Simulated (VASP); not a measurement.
Crystal: RbBr.

```xyz
2
Lattice="4.1243 -0.1188 0.0000 -0.1188 4.1243 0.0000 0.0000 0.0000 4.1243" Properties=species:S:1:pos:R:3 pbc="T T T"
Rb    0.0000    0.0000    0.0000
Br    2.0027    2.0027    2.0621
```

This cell differs from its parent crystal: shear xy strain -5.8%.

Base run:

- Program: VASP 6.6.1
- Functional: r2SCAN
- Potentials or basis: VASP PAW PBE potentials, release 64 (Rb_sv, Br)
- Cutoff: 520 eV
- k mesh: 6 × 6 × 6
- Occupations: gaussian, width 0.01 eV
- Spin: no spin polarisation

Its results: band gap on the k mesh 4.84 eV, indirect (least direct gap 4.98 eV); pressure 0.2 GPa.

Question: The run is repeated on the same cell with these changes: functional from r2SCAN to PBE; occupations from gaussian, width 0.01 eV to fermi-dirac, width 0.02 eV. What comes out?

Answer: Band gap on the k mesh 4.09 eV, indirect (least direct gap 4.22 eV); pressure 0.9 GPa.

Caveats: the PAW data sets were made with another functional, which shifts forces and pressure a little (some runs).

A k mesh can miss the band edges.
